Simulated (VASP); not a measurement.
# Pt (I4/mmm) in VASP: further runs

The runs below take Pt through single point, with PBE.

All numbers are computed with VASP 6.6.1; they aren't measurements. Logs are shortened: lines on timing, memory, paths and dates and some standing lists are left out, and cuts for length are marked.

## (1) The cell of the first run

The structure is tetragonal, space group I4/mmm (No. 139). Conventional cell: a = 2.841 Å, b = 2.841 Å, c = 4.341 Å, α = 90.00°, β = 90.00°, γ = 90.00°. Pt (site symmetry 4/mmm) has 12 Pt at 2.84 to 2.96 Å within 3.7 Å.

## (2) Single point, PBE (17.52 Å³/atom)

INCAR reads:

```
SYSTEM = Pt
PREC = Accurate ; ENCUT = 520
EDIFF = 1E-6 ; ISMEAR = 0
SIGMA = 0.15 ; LREAL = .False.
LASPH = .True. ; NELM = 80
ALGO = Fast ; ISIF = 2
LWAVE = .False. ; LCHARG = .True.
GGA = PE ; LELF = .True.
LVHAR = .True. ; NBANDS = 11
```

KPOINTS reads:

```
regular mesh
0
Gamma
  22 22 22
  0 0 0
```

POSCAR reads:

```
Pt
1.0
    0.0000000000      2.0089924916      2.1703145887
    2.0089924916      0.0000000000      2.1703145887
    2.0089924916      2.0089924916      0.0000000000
Pt
1
Direct
    0.0000000000      0.0000000000      0.0000000000
```

Potentials or basis: VASP PAW PBE potentials, release 64 (Pt).

Command:

```console
$ cat potpaw_PBE.64/Pt/POTCAR > POTCAR
$ mpirun -np 1 vasp_std > vasp.out
```

OUTCAR:

```text
SYSTEM = Pt
   PREC = Accurate
   ENCUT = 520
   EDIFF = 1E-6
   ISMEAR = 0
   LREAL = .False.
   LASPH = .True.
   NELM = 80
   ISIF = 2
   GGA = PE

 ion  position               nearest neighbor table
   1  0.000  0.000  0.000-

  LATTYP: Found a body centered tetragonal cell.
 ALAT       =     2.8411444283
 C/A-ratio  =     1.5277749114

  Lattice vectors:

 A1 = (  -2.0089924916,   0.0000000000,   2.1703145887)
 A2 = (   2.0089924916,   0.0000000000,   2.1703145887)
 A3 = (   0.0000000000,   2.0089924916,  -2.1703145887)

Analysis of symmetry for initial positions (statically):
=====================================================================
 Subroutine PRICEL returns:
 Original cell was already a primitive cell.

 Routine SETGRP: Setting up the symmetry group for a
 body centered tetragonal supercell.

 Subroutine GETGRP returns: Found 16 space group operations
 (whereof 16 operations were pure point group operations)
 out of a pool of 16 trial point group operations.

The static configuration has the point symmetry D_4h.

Analysis of symmetry for dynamics (positions and initial velocities):
=====================================================================
 Subroutine PRICEL returns:
 Original cell was already a primitive cell.

 Routine SETGRP: Setting up the symmetry group for a
 body centered tetragonal supercell.

 Subroutine GETGRP returns: Found 16 space group operations
 (whereof 16 operations were pure point group operations)
 out of a pool of 16 trial point group operations.

The dynamic configuration has the point symmetry D_4h.

 Subroutine INISYM returns: Found 16 space group operations
 (whereof 16 operations are pure point group operations),
 and found     1 'primitive' translations

----------------------------------------------------------------------------------------

                                     Primitive cell

  volume of cell :      17.5190

  direct lattice vectors                    reciprocal lattice vectors
     0.000000000  2.008992492  2.170314589    -0.248880970  0.248880970  0.230381348
     2.008992492  0.000000000  2.170314589     0.248880970 -0.248880970  0.230381348
     2.008992492  2.008992492  0.000000000     0.248880970  0.248880970 -0.230381348

  length of vectors
     2.957417158  2.957417158  2.841144428     0.420664997  0.420664997  0.420664997

  position of ions in fractional coordinates (direct lattice)
     0.000000000  0.000000000  0.000000000

  ion indices of the primitive-cell ions
   primitive index   ion index
                 1           1

----------------------------------------------------------------------------------------

 KPOINTS: regular mesh

Automatic generation of k-mesh.
 Grid dimensions read from file:
 generate k-points for:   22   22   22

 Generating k-lattice:

  Cartesian coordinates                     Fractional coordinates (reciprocal lattice)
    -0.011312771  0.011312771  0.010471879     0.045454545  0.000000000  0.000000000
     0.011312771 -0.011312771  0.010471879     0.000000000  0.045454545  0.000000000
     0.011312771  0.011312771 -0.010471879    -0.000000000 -0.000000000  0.045454545

  Length of vectors
     0.019121136  0.019121136  0.019121136

  Shift w.r.t. Gamma in fractional coordinates (k-lattice)
     0.000000000  0.000000000  0.000000000

 Subroutine IBZKPT returns following result:
 ===========================================

 Found    834 irreducible k-points:

 Following reciprocal coordinates:
            Coordinates               Weight
  0.000000  0.000000  0.000000      1.000000
  0.045455  0.000000  0.000000      8.000000
  0.090909  0.000000  0.000000      8.000000
  0.136364  0.000000  0.000000      8.000000
  0.181818  0.000000  0.000000      8.000000
  0.227273 -0.000000  0.000000      8.000000
[... 16 lines left out ...]
  0.500000  0.045455  0.000000      8.000000
 -0.454545  0.045455  0.000000      8.000000
 [... further k-points ...]
   k-points           NKPTS =    834   k-points in BZ     NKDIM =    834   number of bands    NBANDS=     11
   number of dos      NEDOS =    301   number of ions     NIONS =      1
   total plane-waves  NPLWV =  13824
   dimension x,y,z NGX =    24 NGY =   24 NGZ =   24
   dimension x,y,z NGXF=    48 NGYF=   48 NGZF=   48
   ions per type =               1
   NGX,Y,Z   is equivalent  to a cutoff of  13.49, 13.49, 14.04 a.u.
   NGXF,Y,Z  is equivalent  to a cutoff of  26.98, 26.98, 28.09 a.u.
 SYSTEM =  Pt
   PREC   = accura    normal or accurate (medium, high low for compatibility)
   ISTART =      0    job   : 0-new  1-cont  2-samecut
   ICHARG =      2    charge: 1-file 2-atom 10-const
   ISPIN  =      1    spin polarized calculation?
   LNONCOLLINEAR =      F non collinear calculations
   LSORBIT =      F    spin-orbit coupling
   LASPH  =      T    aspherical Exc in radial PAW
   ENCUT  =  520.0 eV  38.22 Ry    6.18 a.u.   5.50  5.50  5.28*2*pi/ulx,y,z
   NELM   =     80;   NELMIN=  2; NELMDL= -5     # of ELM steps
   EDIFF  = 0.1E-05   stopping-criterion for ELM
   LREAL  =      F    real-space projection
[... 7 lines left out ...]
   TEBEG  =    0.0;   TEEND  =   0.0 temperature during run
   PSTRESS=    0.0 pullay stress
   NELECT =      10.0000    total number of electrons
   NUPDOWN=      -1.0000    fix difference up-down
   EMIN   =  10.00;   EMAX   =-10.00  energy-range for DOS
   EFERMI =   0.00;   METHOD = LEGACY
   ISMEAR =     0;   SIGMA  =   0.15  broadening in eV -4-tet -1-fermi 0-gaus
   EFERMI_NEDOS =   21; number of points for ismear=-14 and -15
   IALGO  =     68    algorithm
   IMIX   =      4    mixing-type and parameters
     AMIX     =   0.40;   BMIX     =  1.00
     AMIX_MAG =   1.60;   BMIX_MAG =  1.00
  volume/ion in A,a.u.               =      17.52       118.22
  Fermi-wavevector in a.u.,A,eV,Ry     =   1.358017  2.566279 25.091986  1.844209
  Thomas-Fermi vector in A             =   2.484886
   LORBIT       =      0    0 simple, 1 ext, 2 COOP (PROOUT), +10 PAW based schemes
   GGA     = PE    functional components
   LHFCALC =     F    Hartree Fock is set to
   AEXX    =    0.0000 exact exchange contribution
   IVDW    =     0    specifies the selected vdW correction
   LEPSILON=     F    determine dielectric tensor
   LRPA    =     F    only Hartree local field effects (RPA)
 non-spin polarized calculation
 RMM-DIIS sequential band-by-band and
 Gauss-broadening in eV      SIGMA  =   0.15
  energy-cutoff  :      520.00
  volume of cell :       17.52
 maximum number of plane-waves:       493
 NGX is ok and might be reduce to    24
   NGX = 11   NGY = 11   NGZ = 11

 number of electron      10.0000001 magnetization

 Free energy of the ion-electron system (eV)
  ---------------------------------------------------
  ext. energy  EPLUGINS =         0.00000000
  ---------------------------------------------------
  free energy    TOTEN  =        -5.95874193 eV

  energy without entropy =       -5.93306452  energy(sigma->0) =       -5.94590323

 E-fermi :   8.5792     XC(G=0): -12.6021

 val. band max:        8.5784687938   @ k =  -0.2273   0.4091   0.2727
 cond. band min:       8.5803898690   @ k =   0.4091   0.4091   0.0000
 fundamental gap:      0.0019210752
 Fermi energy:         8.5791526442

 k-point     1 :       0.0000    0.0000    0.0000
  band No.  band energies     occupation
      1      -0.0260      2.00000
      2       5.1519      2.00000
      3       5.9285      2.00000
      4       5.9285      2.00000
      5       6.8666      2.00000
      6       7.7292      2.00000
      7      23.6279      0.00000
      8      26.7431      0.00000
      9      28.1491      0.00000
     10      28.1491      0.00000
     11      32.6031      0.00000

 k-point     2 :       0.0455    0.0000    0.0000
  band No.  band energies     occupation
      1       0.0465      2.00000
      2       5.1677      2.00000
      3       5.9102      2.00000
      4       5.9548      2.00000
      5       6.8614      2.00000
      6       7.7080      2.00000
      7      23.7251      0.00000
      8      26.6847      0.00000
      9      27.8268      0.00000
     10      28.2472      0.00000
     11      33.0601      0.00000

 k-point     3 :       0.0909    0.0000    0.0000
  band No.  band energies     occupation
      1       0.2604      2.00000
      2       5.2047      2.00000
      3       5.8634      2.00000
      4       6.0287      2.00000
      5       6.8572      2.00000
      6       7.6511      2.00000
      7      23.9887      0.00000
      8      26.0843      0.00000
      9      27.6362      0.00000
     10      28.5312      0.00000
     11      33.2974      0.00000

 k-point     4 :       0.1364    0.0000    0.0000
  band No.  band energies     occupation
      1       0.6035      2.00000
      2       5.2370      2.00000
      3       5.8070      2.00000
      4       6.1338      2.00000
      5       6.8873      2.00000
      6       7.5797      2.00000
      7      24.2592      0.00000
      8      24.9825      0.00000
      9      27.9646      0.00000
     10      28.9660      0.00000
     11      32.0025      0.00000
[... 239 lines left out ...]
 k-point    22 :       0.4545    0.0455    0.0000
  band No.  band energies     occupation
      1       2.7663      2.00000
      2       5.2499      2.00000
      3       6.0476      2.00000
      4       7.6640      2.00000
      5       8.4414      1.80592
      6       8.9521      0.00044
      7      14.4097      0.00000
      8      22.9612      0.00000
      9      26.3116      0.00000
     10      27.2431      0.00000
     11      33.3087      0.00000

 k-point    23 :       0.5000    0.0455    0.0000
  band No.  band energies     occupation
      1       2.7791      2.00000
      2       5.2313      2.00000
      3       6.0063      2.00000
      4       8.0353      2.00000
      5       8.4708      1.69290
      6       9.4235      0.00000
      7      13.5171      0.00000
      8      22.7988      0.00000
      9      25.9153      0.00000
     10      27.2123      0.00000
     11      33.5101      0.00000

 k-point    24 :      -0.4545    0.0455    0.0000
  band No.  band energies     occupation
      1       2.7809      2.00000
      2       5.2467      2.00000
      3       6.0016      2.00000
      4       7.9513      2.00000
      5       8.4068      1.89581
      6       9.4653      0.00000
      7      13.6277      0.00000
      8      22.8022      0.00000
      9      25.8157      0.00000
     10      27.4443      0.00000
     11      33.3797      0.00000

 [... further k-points ...]
[... 5 lines left out ...]
  --------------------------------------------------------------------------------------
  -------------------------------------------------------------------------------------
  Total       -2.0297761     -2.0297761     -2.5703711      0.0000000      0.0000000     -0.0000000
  in kB     -185.6305264   -185.6305264   -235.0699409      0.0000000      0.0000000     -0.0000000
  external PRESSURE =    -202.1103312 kB  Pullay stress =       0.0000000 kB

 VOLUME and BASIS-vectors are now :
 -----------------------------------------------------------------------------
  energy-cutoff  :      520.00
  volume of cell :       17.52
      direct lattice vectors                 reciprocal lattice vectors
     0.000000000  2.008992492  2.170314589    -0.248880970  0.248880970  0.230381348
     2.008992492  0.000000000  2.170314589     0.248880970 -0.248880970  0.230381348
     2.008992492  2.008992492  0.000000000     0.248880970  0.248880970 -0.230381348

 POSITION                                       TOTAL-FORCE (eV/Angst)
 -----------------------------------------------------------------------------------
      0.00000      0.00000      0.00000        -0.000000      0.000000      0.000000
 -----------------------------------------------------------------------------------
    total drift:                               -0.000000      0.000000     -0.000000

  FREE ENERGIE OF THE ION-ELECTRON SYSTEM (eV)
  ---------------------------------------------------
  free  energy   TOTEN  =        -5.9587419346 eV

  energy  without entropy=       -5.9330645170  energy(sigma->0) =       -5.94590323
```

It took 3 min on 1 thread of Intel Xeon 8259CL, shared host; peak memory 0.28 GiB.

What came out:

```
Free energy            : -5.9587 eV
Pressure               : -20.2 GPa
Band gap on the k mesh : zero (bands 5 and 6 overlap by 2.02 eV)
```

Stress tensor (GPa, compression positive):
```
-18.56   0.00   0.00
  0.00 -18.56   0.00
  0.00   0.00 -23.51
```

Caveat: the cell stands under tension; spin-orbit coupling is left out, which moves the levels of the heavy elements.

## (3) Single point, PBE (13.77 Å³/atom)

This run uses another cell than the first one, of 13.77 Å³/atom.

INCAR reads:

```
SYSTEM = Pt
ALGO = Normal ; EDIFF = 1E-6
ENCUT = 520 ; GGA = PE
ISIF = 2 ; ISMEAR = 0
LASPH = .True. ; LCHARG = .True.
LELF = .True. ; LREAL = .False.
LVHAR = .True. ; LWAVE = .False.
NBANDS = 11 ; NELM = 60
PREC = Accurate ; SIGMA = 0.15
```

KPOINTS reads:

```
k-points
0
Gamma
  22 22 22
  0 0 0
```

POSCAR reads:

```
Pt
1.0
    0.0000000000      1.8538187966      2.0026804460
    1.8538187966      0.0000000000      2.0026804460
    1.8538187966      1.8538187966      0.0000000000
Pt
1
Direct
    0.0000000000      0.0000000000      0.0000000000
```

Potentials or basis: VASP PAW PBE potentials, release 64 (Pt).

Command:

```console
$ cat potpaw_PBE.64/Pt/POTCAR > POTCAR
$ mpirun -np 1 vasp_std > vasp.out
```

OUTCAR:

```text
SYSTEM = Pt
   EDIFF = 1E-6
   ENCUT = 520
   GGA = PE
   ISIF = 2
   ISMEAR = 0
   LASPH = .True.
   LREAL = .False.
   NELM = 60
   PREC = Accurate

 ion  position               nearest neighbor table
   1  0.000  0.000  0.000-

  LATTYP: Found a body centered tetragonal cell.
 ALAT       =     2.6216956843
 C/A-ratio  =     1.5277749115

  Lattice vectors:

 A1 = (  -1.8538187966,   0.0000000000,   2.0026804460)
[... 506 lines left out ...]
      1       4.8601      2.00000
      2       8.1271      2.00000
      3       9.2046      2.00000
      4      11.6287      2.00000
      5      12.8572      1.96990
      6      13.9807      0.00000
      7      19.9276      0.00000
      8      27.0396      0.00000
      9      32.0019      0.00000
     10      33.6403      0.00000
     11      41.4480      0.00000

 [... further k-points ...]
[... 5 lines left out ...]
  --------------------------------------------------------------------------------------
  -------------------------------------------------------------------------------------
  Total        4.3167168      4.3167168      3.0485239      0.0000000     -0.0000000      0.0000000
  in kB      502.4443038    502.4443038    354.8329779      0.0000000     -0.0000000      0.0000000
  external PRESSURE =     453.2405285 kB  Pullay stress =       0.0000000 kB

 VOLUME and BASIS-vectors are now :
 -----------------------------------------------------------------------------
  energy-cutoff  :      520.00
  volume of cell :       13.77
      direct lattice vectors                 reciprocal lattice vectors
     0.000000000  1.853818797  2.002680446    -0.269713524  0.269713524  0.249665393
     1.853818797  0.000000000  2.002680446     0.269713524 -0.269713524  0.249665393
     1.853818797  1.853818797  0.000000000     0.269713524  0.269713524 -0.249665393

 POSITION                                       TOTAL-FORCE (eV/Angst)
 -----------------------------------------------------------------------------------
      0.00000      0.00000      0.00000         0.000000     -0.000000      0.000000
 -----------------------------------------------------------------------------------
    total drift:                                0.000000     -0.000000      0.000000

  FREE ENERGIE OF THE ION-ELECTRON SYSTEM (eV)
  ---------------------------------------------------
  free  energy   TOTEN  =        -5.8542515291 eV

  energy  without entropy=       -5.8371330836  energy(sigma->0) =       -5.84569231
```

OSZICAR:

```text
N       E                     dE             d eps       ncg     rms          rms(c)
DAV:   1     0.410641899162E+02    0.41064E+02   -0.54446E+03 18663   0.856E+02
DAV:   2    -0.559548347479E+01   -0.46660E+02   -0.44939E+02 21113   0.182E+02
DAV:   3    -0.620784319284E+01   -0.61236E+00   -0.60957E+00 21562   0.197E+01
DAV:   4    -0.621012219116E+01   -0.22790E-02   -0.22788E-02 21250   0.142E+00
DAV:   5    -0.621013870772E+01   -0.16517E-04   -0.16516E-04 21709   0.110E-01    0.170E+01
DAV:   6    -0.590945443545E+01    0.30068E+00   -0.55285E-01 19995   0.617E+00    0.914E+00
DAV:   7    -0.585851177375E+01    0.50943E-01   -0.17046E-01 21201   0.333E+00    0.251E+00
DAV:   8    -0.585441346961E+01    0.40983E-02   -0.96727E-03 20067   0.883E-01    0.534E-01
DAV:   9    -0.585424585725E+01    0.16761E-03   -0.15431E-04 21012   0.115E-01    0.221E-02
DAV:  10    -0.585425141951E+01   -0.55623E-05   -0.40553E-06 24692   0.146E-02    0.133E-03
DAV:  11    -0.585425152909E+01   -0.10959E-06   -0.39994E-08 11196   0.188E-03
   1 F= -.58542515E+01 E0= -.58456923E+01  d E =-.171184E-01
```

Run time: 2.1 min. Hardware: 1 thread of Intel Xeon 8259CL, shared host; peak memory 0.24 GiB.

Results:

| Item | Value |
| --- | --- |
| Free energy | -5.8543 eV |
| Pressure | 45.3 GPa |
| Band gap on the k mesh | zero (bands 5 and 6 overlap by 3.08 eV) |

Caveat: the stress differs along the axes, from 35 to 50 GPa; spin-orbit coupling is left out, which moves the levels of the heavy elements.
